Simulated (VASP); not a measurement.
Write the native input for VASP 6.6.1 that does the following.

| Quantity | Value |
| --- | --- |
| Task | single point |
| Functional | PBE |
| Potentials or basis | VASP PAW PBE potentials, release 64 (Be, Ge_d, O) |
| Cutoff | 520 eV |
| k mesh | 10 × 10 × 10 |
| Occupations | gaussian, width 0.01 eV |
| Spin | no spin polarisation |
| Dipole correction | no |
| Further INCAR settings | ALGO = Normal; EDIFF = 1e-07; NBANDS = 21 |

The structure of Be3GeO lies in POSCAR:

```
Be3GeO
1.0
    3.6341220721      0.0000000000      0.0000000000
    0.0000000000      3.6341220721      0.0000000000
    0.0000000000      0.0000000000      3.6341220721
Be Ge O
3 1 1
Direct
    0.5000000000      0.5000000000      0.0000000000
    0.0000000000      0.5000000000      0.5000000000
    0.5000000000      0.0000000000      0.5000000000
    0.0000000000      0.0000000000      0.0000000000
    0.5000000000      0.5000000000      0.5000000000
```

These files were run (other wordings do the same):

INCAR

```
SYSTEM = Be3GeO
  ALGO = Normal
  EDIFF = 1E-7
  ENCUT = 520
  GGA = PE
  ISIF = 2
  ISMEAR = 0
  LASPH = .TRUE.
  LCHARG = .FALSE.
  LREAL = .FALSE.
  LWAVE = .FALSE.
  NBANDS = 21
  NELM = 100
  PREC = Accurate
  SIGMA = 0.01
```

KPOINTS

```
k-points
0
G
  10 10 10
  0 0 0
```

Potentials or basis: VASP PAW PBE potentials, release 64 (Be, Ge_d, O).

Run with:

```console
$ cat potpaw_PBE.64/Be/POTCAR potpaw_PBE.64/Ge_d/POTCAR potpaw_PBE.64/O/POTCAR > POTCAR
$ mpirun -np 1 vasp_std > vasp.out
```

It gave:

```json
{
  "Pressure": "0.1 GPa",
  "Band gap on the k mesh": "zero (bands 13 and 14 overlap by 0.48 eV)"
}
```

Run time: 95 s on 1 thread of Intel Xeon 8259CL, on a shared host, peak memory 0.19 GiB.
